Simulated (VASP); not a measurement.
Set up this calculation in VASP 6.6.1, as the native input.

```
Task                   : single point
Functional             : PBE
Potentials or basis    : VASP PAW PBE potentials, release 64 (Ba_sv, F)
Cutoff                 : 600 eV
k mesh                 : 10 × 10 × 10
Occupations            : gaussian, width 0.05 eV
Spin                   : no spin polarisation
Dipole correction      : no
Further INCAR settings : ALGO = Normal; EDIFF = 1e-06; NBANDS = 19
```

The structure of BaF2 lies in POSCAR:

```
BaF2
1.0
    0.0000000000      3.1232325923      3.1232325923
    3.1232325923      0.0000000000      3.1232325923
    3.1232325923      3.1232325923      0.0000000000
Ba F
1 2
Direct
    0.0000000000      0.0000000000      0.0000000000
    0.2500000000      0.2500000000      0.2500000000
    0.7500000000      0.7500000000      0.7500000000
```

The input as run:

INCAR

```
PREC = Accurate ; ENCUT = 600
EDIFF = 1E-6 ; ISMEAR = 0
SIGMA = 0.05 ; LREAL = F
LASPH = T ; NELM = 120
ALGO = Normal ; ISIF = 2
LWAVE = F ; LCHARG = F
GGA = PE ; NBANDS = 19
GGA_COMPAT = F
```

KPOINTS

```
Automatic mesh
0
Gamma
  10 10 10
```

Potentials or basis: VASP PAW PBE potentials, release 64 (Ba_sv, F).

Run with:

```bash
$ cat potpaw_PBE.64/Ba_sv/POTCAR potpaw_PBE.64/F/POTCAR > POTCAR
$ mpirun -np 1 vasp_std > vasp.out
```

Results of the run:

| Item | Value |
| --- | --- |
| Pressure | 0.9 GPa |
| Band gap on the k mesh | 6.67 eV (least direct gap 6.73 eV) |

Caveat: spin-orbit coupling is left out, which moves the levels of the heavy elements.

It took 31 s on 1 thread of Intel(R) Xeon(R) Platinum 8488C (Sapphire Rapids), with other jobs on the host, peak memory 0.24 GiB.
